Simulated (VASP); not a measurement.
# Li (C2/c) in VASP: single point with PBE

Aim: the single point of Li with PBE.

Everything below comes from runs of VASP 6.6.1. Logs are shortened: lines on timing, memory, paths and dates and some standing lists are left out, and cuts for length are marked.

### 1 The cell of the first run

The typed cell holds 2 atoms: a = 3.061 Å, b = 3.061 Å, c = 5.847 Å, α = 105.18°, β = 105.18°, γ = 119.87°.

### 2 Single point, PBE

The input, INCAR:

```
PREC = Accurate ; ENCUT = 520
EDIFF = 1E-6 ; ISMEAR = -1
SIGMA = 0.1 ; LREAL = F
LASPH = T ; NELM = 80
ALGO = Normal ; ISIF = 2
LWAVE = F ; LCHARG = F
GGA = PE ; ISYM = 0
NBANDS = 10
```

The input, KPOINTS:

```
regular mesh
0
Gamma
  12 12 8
```

The input, POSCAR:

```
Li
1.0
   -2.0547380846      1.6912937511      1.5115124172
    1.6912937511     -2.0547380846      1.5115124172
    3.8372343903      3.8372343903     -2.1771613797
Li
2
Direct
    0.9578182042      0.0421817958      1.0000000000
    0.7921817958      0.2078182042      0.5000000000
```

Potentials or basis: VASP PAW PBE potentials, release 64 (Li_sv).

Run with:

```
$ cat potpaw_PBE.64/Li_sv/POTCAR > POTCAR
$ mpirun -np 1 vasp_std > vasp.out
```

OUTCAR:

```text
PREC = Accurate
   ENCUT = 520
   EDIFF = 1E-6
   ISMEAR = -1
   LREAL = F
   LASPH = T
   NELM = 80
   ISIF = 2
   GGA = PE
   ISYM = 0

 ion  position               nearest neighbor table
   1  0.958  0.042  0.000-
   2  0.792  0.208  0.500-

IMPORTANT INFORMATION: All symmetrisations will be switched off!
NOSYMM: (Re-)initialisation of all symmetry stuff for point group C_1.

----------------------------------------------------------------------------------------

                                     Primitive cell

  volume of cell :      40.4900

  direct lattice vectors                    reciprocal lattice vectors
    -2.054738085  1.691293751  1.511512417    -0.032761921  0.234187225  0.355010939
     1.691293751 -2.054738085  1.511512417     0.234187225 -0.032761921  0.355010939
     3.837234390  3.837234390 -2.177161380     0.139841195  0.139841195  0.033624924

  length of vectors
     3.060570688  3.060570688  5.847116144     0.426555702  0.426555702  0.200603477

  position of ions in fractional coordinates (direct lattice)
     0.957818204  0.042181796  0.000000000
     0.792181796  0.207818204  0.500000000

  ion indices of the primitive-cell ions
   primitive index   ion index
                 1           1
                 2           2

----------------------------------------------------------------------------------------

 KPOINTS: regular mesh

Automatic generation of k-mesh.
 Grid dimensions read from file:
 generate k-points for:   12   12    8

 Generating k-lattice:

  Cartesian coordinates                     Fractional coordinates (reciprocal lattice)
    -0.002730160  0.019515602  0.029584245     0.083333333  0.000000000 -0.000000000
     0.019515602 -0.002730160  0.029584245     0.000000000  0.083333333 -0.000000000
     0.017480149  0.017480149  0.004203115     0.000000000  0.000000000  0.125000000

  Length of vectors
     0.035546309  0.035546309  0.025075435

  Shift w.r.t. Gamma in fractional coordinates (k-lattice)
     0.000000000  0.000000000  0.000000000

 Subroutine IBZKPT returns following result:
 ===========================================

 Found    580 irreducible k-points:

 Following reciprocal coordinates:
            Coordinates               Weight
  0.000000  0.000000  0.000000      1.000000
  0.083333  0.000000  0.000000      2.000000
  0.000000 -0.083333 -0.000000      2.000000
  0.166667 -0.000000  0.000000      2.000000
  0.000000 -0.166667 -0.000000      2.000000
  0.250000  0.000000  0.000000      2.000000
[... 16 lines left out ...]
  0.500000  0.083333  0.000000      2.000000
 -0.083333  0.500000  0.000000      2.000000
 [... further k-points ...]
   k-points           NKPTS =    580   k-points in BZ     NKDIM =    580   number of bands    NBANDS=     10
   number of dos      NEDOS =    301   number of ions     NIONS =      2
   total plane-waves  NPLWV =  27648
   dimension x,y,z NGX =    24 NGY =   24 NGZ =   48
   dimension x,y,z NGXF=    48 NGYF=   48 NGZF=   96
   ions per type =               2
   NGX,Y,Z   is equivalent  to a cutoff of  13.04, 13.04, 13.65 a.u.
   NGXF,Y,Z  is equivalent  to a cutoff of  26.07, 26.07, 27.29 a.u.
 SYSTEM =  unknown system
   PREC   = accura    normal or accurate (medium, high low for compatibility)
   ISTART =      0    job   : 0-new  1-cont  2-samecut
   ICHARG =      2    charge: 1-file 2-atom 10-const
   ISPIN  =      1    spin polarized calculation?
   LNONCOLLINEAR =      F non collinear calculations
   LSORBIT =      F    spin-orbit coupling
   LASPH  =      T    aspherical Exc in radial PAW
   ENCUT  =  520.0 eV  38.22 Ry    6.18 a.u.   5.69  5.69 10.87*2*pi/ulx,y,z
   NELM   =     80;   NELMIN=  2; NELMDL= -5     # of ELM steps
   EDIFF  = 0.1E-05   stopping-criterion for ELM
   LREAL  =      F    real-space projection
   EDIFFG = 0.1E-04   stopping-criterion for IOM
   NSW    =      0    number of steps for IOM
   IBRION =     -1    ionic relax: 0-MD 1-quasi-New 2-CG
   NFREE  =      0    steps in history (QN), initial steepest desc. (CG)
   ISIF   =      2    stress and relaxation
   ISYM   =      0    0-nonsym 1-usesym 2-fastsym
   POTIM  = 0.5000    time-step for ionic-motion
   TEBEG  =    0.0;   TEEND  =   0.0 temperature during run
   PSTRESS=    0.0 pullay stress
   NELECT =       6.0000    total number of electrons
   NUPDOWN=      -1.0000    fix difference up-down
   EMIN   =  10.00;   EMAX   =-10.00  energy-range for DOS
   EFERMI =   0.00;   METHOD = LEGACY
   ISMEAR =    -1;   SIGMA  =   0.10  broadening in eV -4-tet -1-fermi 0-gaus
   EFERMI_NEDOS =   21; number of points for ismear=-14 and -15
   IALGO  =     38    algorithm
   IMIX   =      4    mixing-type and parameters
     AMIX     =   0.40;   BMIX     =  1.00
     AMIX_MAG =   1.60;   BMIX_MAG =  1.00
  volume/ion in A,a.u.               =      20.25       136.62
  Fermi-wavevector in a.u.,A,eV,Ry     =   0.866315  1.637098 10.211198  0.750502
  Thomas-Fermi vector in A             =   1.984686
   LORBIT       =      0    0 simple, 1 ext, 2 COOP (PROOUT), +10 PAW based schemes
   GGA     = PE    functional components
   LHFCALC =     F    Hartree Fock is set to
   AEXX    =    0.0000 exact exchange contribution
   IVDW    =     0    specifies the selected vdW correction
   LEPSILON=     F    determine dielectric tensor
   LRPA    =     F    only Hartree local field effects (RPA)
 non-spin polarized calculation
  energy-cutoff  :      520.00
  volume of cell :       40.49
 maximum number of plane-waves:      1105
   NGX = 11   NGY = 11   NGZ = 21

 number of electron       5.9999995 magnetization

 Free energy of the ion-electron system (eV)
  ---------------------------------------------------
  ext. energy  EPLUGINS =         0.00000000
  ---------------------------------------------------
  free energy    TOTEN  =        -3.82929345 eV

  energy without entropy =       -3.79839436  energy(sigma->0) =       -3.81384390

 E-fermi :   0.6090     XC(G=0):  -7.0472

 val. band max:        0.6077483417   @ k =  -0.1667   0.5000  -0.0000
 cond. band min:       0.6187131055   @ k =   0.5000   0.3333   0.5000
 fundamental gap:      0.0109647638
 Fermi energy:         0.6090444232

 k-point     1 :       0.0000    0.0000    0.0000
  band No.  band energies     occupation
      1     -45.8977      2.00000
      2     -45.8795      2.00000
      3      -2.9338      2.00000
      4       0.6294      0.89833
      5       3.5809      0.00000
      6      13.0283      0.00000
      7      13.0783      0.00000
      8      14.4508      0.00000
      9      14.4704      0.00000
     10      15.1673      0.00000

 k-point     2 :       0.0833    0.0000    0.0000
  band No.  band energies     occupation
      1     -45.8964      2.00000
      2     -45.8793      2.00000
      3      -2.7926      2.00000
      4       0.5856      1.11674
      5       3.8854      0.00000
      6      11.9247      0.00000
      7      12.3418      0.00000
      8      14.3164      0.00000
      9      14.7917      0.00000
     10      14.8587      0.00000

 k-point     3 :       0.0000   -0.0833   -0.0000
  band No.  band energies     occupation
      1     -45.8964      2.00000
      2     -45.8793      2.00000
      3      -2.7926      2.00000
      4       0.5856      1.11674
      5       3.8854      0.00000
      6      11.9247      0.00000
      7      12.3418      0.00000
      8      14.3164      0.00000
      9      14.7917      0.00000
     10      14.8587      0.00000

 k-point     4 :       0.1667   -0.0000    0.0000
  band No.  band energies     occupation
      1     -45.8926      2.00000
      2     -45.8787      2.00000
      3      -2.3683      2.00000
      4       0.5365      1.34776
      5       4.6919      0.00000
      6       9.9401      0.00000
      7      11.3680      0.00000
      8      13.1241      0.00000
      9      13.6687      0.00000
     10      14.3721      0.00000

 k-point     5 :       0.0000   -0.1667   -0.0000
  band No.  band energies     occupation
      1     -45.8926      2.00000
      2     -45.8787      2.00000
      3      -2.3683      2.00000
      4       0.5365      1.34776
      5       4.6919      0.00000
      6       9.9401      0.00000
      7      11.3680      0.00000
      8      13.1241      0.00000
      9      13.6687      0.00000
     10      14.3721      0.00000

 k-point     6 :       0.2500    0.0000    0.0000
  band No.  band energies     occupation
      1     -45.8875      2.00000
      2     -45.8779      2.00000
      3      -1.6605      2.00000
      4       0.5995      1.04769
      5       5.6811      0.00000
      6       8.2019      0.00000
      7      10.3500      0.00000
      8      10.6395      0.00000
      9      12.9471      0.00000
     10      13.1730      0.00000

 k-point     7 :      -0.0000   -0.2500    0.0000
  band No.  band energies     occupation
      1     -45.8875      2.00000
      2     -45.8779      2.00000
      3      -1.6605      2.00000
      4       0.5995      1.04769
      5       5.6811      0.00000
      6       8.2019      0.00000
      7      10.3500      0.00000
      8      10.6395      0.00000
      9      12.9471      0.00000
     10      13.1730      0.00000

 k-point     8 :       0.3333   -0.0000    0.0000
  band No.  band energies     occupation
      1     -45.8824      2.00000
      2     -45.8771      2.00000
      3      -0.6809      1.99999
      4       0.8208      0.21479
      5       5.5700      0.00000
      6       7.1514      0.00000
      7       8.8675      0.00000
      8      10.2322      0.00000
      9      11.9960      0.00000
     10      12.3578      0.00000

 k-point     9 :       0.0000   -0.3333   -0.0000
  band No.  band energies     occupation
      1     -45.8824      2.00000
      2     -45.8771      2.00000
      3      -0.6809      1.99999
      4       0.8208      0.21479
      5       5.5700      0.00000
      6       7.1514      0.00000
      7       8.8675      0.00000
      8      10.2322      0.00000
      9      11.9960      0.00000
     10      12.3578      0.00000
[... 118 lines left out ...]
 k-point    19 :       0.3333    0.0833    0.0000
  band No.  band energies     occupation
      1     -45.8794      2.00000
      2     -45.8771      2.00000
      3       0.1235      1.98454
      4       0.8565      0.15528
      5       5.2717      0.00000
      6       5.9900      0.00000
      7       9.0412      0.00000
      8       9.9800      0.00000
      9      10.9309      0.00000
     10      11.9880      0.00000

 k-point    20 :      -0.0833   -0.3333   -0.0000
  band No.  band energies     occupation
      1     -45.8794      2.00000
      2     -45.8771      2.00000
      3       0.1235      1.98454
      4       0.8565      0.15528
      5       5.2717      0.00000
      6       5.9900      0.00000
      7       9.0412      0.00000
      8       9.9800      0.00000
      9      10.9309      0.00000
     10      11.9880      0.00000

 k-point    21 :       0.4167    0.0833    0.0000
  band No.  band energies     occupation
      1     -45.8769      2.00000
      2     -45.8768      2.00000
      3       1.2459      0.00342
      4       1.2609      0.00295
      5       4.3332      0.00000
      6       4.3507      0.00000
      7       9.5456      0.00000
      8       9.5602      0.00000
      9      11.7517      0.00000
     10      11.8021      0.00000

 k-point    22 :      -0.0833   -0.4167    0.0000
  band No.  band energies     occupation
      1     -45.8769      2.00000
      2     -45.8768      2.00000
      3       1.2459      0.00342
      4       1.2609      0.00295
      5       4.3332      0.00000
      6       4.3507      0.00000
      7       9.5456      0.00000
      8       9.5602      0.00000
      9      11.7517      0.00000
     10      11.8021      0.00000

 k-point    23 :       0.5000    0.0833    0.0000
  band No.  band energies     occupation
      1     -45.8776      2.00000
      2     -45.8760      2.00000
      3       1.0057      0.03717
      4       1.5075      0.00025
      5       4.2060      0.00000
      6       4.5824      0.00000
      7       9.0940      0.00000
      8       9.9260      0.00000
      9      11.2677      0.00000
     10      11.9428      0.00000

 k-point    24 :      -0.0833    0.5000    0.0000
  band No.  band energies     occupation
      1     -45.8776      2.00000
      2     -45.8760      2.00000
      3       1.0057      0.03717
      4       1.5075      0.00025
      5       4.2060      0.00000
      6       4.5824      0.00000
      7       9.0940      0.00000
      8       9.9260      0.00000
      9      11.2677      0.00000
     10      11.9428      0.00000

 [... further k-points ...]

------------------------ aborting loop because EDIFF is reached ----------------------------------------

  FORCE on cell =-STRESS in cart. coord.  units (eV):
  Direction    XX          YY          ZZ          XY          YZ          ZX
  --------------------------------------------------------------------------------------
  -------------------------------------------------------------------------------------
  Total       -0.0133540     -0.0133545     -0.0128545     -0.0011826      0.0005557      0.0005548
  in kB       -0.5284140     -0.5284325     -0.5086484     -0.0467945      0.0219904      0.0219532
  external PRESSURE =      -0.5218316 kB  Pullay stress =       0.0000000 kB

 VOLUME and BASIS-vectors are now :
 -----------------------------------------------------------------------------
  energy-cutoff  :      520.00
  volume of cell :       40.49
      direct lattice vectors                 reciprocal lattice vectors
    -2.054738085  1.691293751  1.511512417    -0.032761921  0.234187225  0.355010939
     1.691293751 -2.054738085  1.511512417     0.234187225 -0.032761921  0.355010939
     3.837234390  3.837234390 -2.177161380     0.139841195  0.139841195  0.033624924

 POSITION                                       TOTAL-FORCE (eV/Angst)
 -----------------------------------------------------------------------------------
     -1.89672      1.53328      1.51151         0.000191     -0.000188      0.000000
      0.64237      2.83142      0.42293        -0.000191      0.000188     -0.000000
 -----------------------------------------------------------------------------------
    total drift:                               -0.000001      0.000003     -0.000001

  FREE ENERGIE OF THE ION-ELECTRON SYSTEM (eV)
  ---------------------------------------------------
  free  energy   TOTEN  =        -3.8292934451 eV

  energy  without entropy=       -3.7983943588  energy(sigma->0) =       -3.81384390
```

It took 2.7 min on 1 thread of AMD EPYC 7R43 (Zen 3), shared host; peak memory 0.26 GiB.

Results:

| Property | Result |
| --- | --- |
| Free energy | -3.8293 eV |
| Band gap on the k mesh | zero (band 3 reaches 2.78 eV, above the bottom of band 4 at -1.81 eV) |

Caveat: the cutoff is under 1.25 times the usual one of these potentials, so pressure, stress and relaxed cells hold a basis-set (Pulay) error.
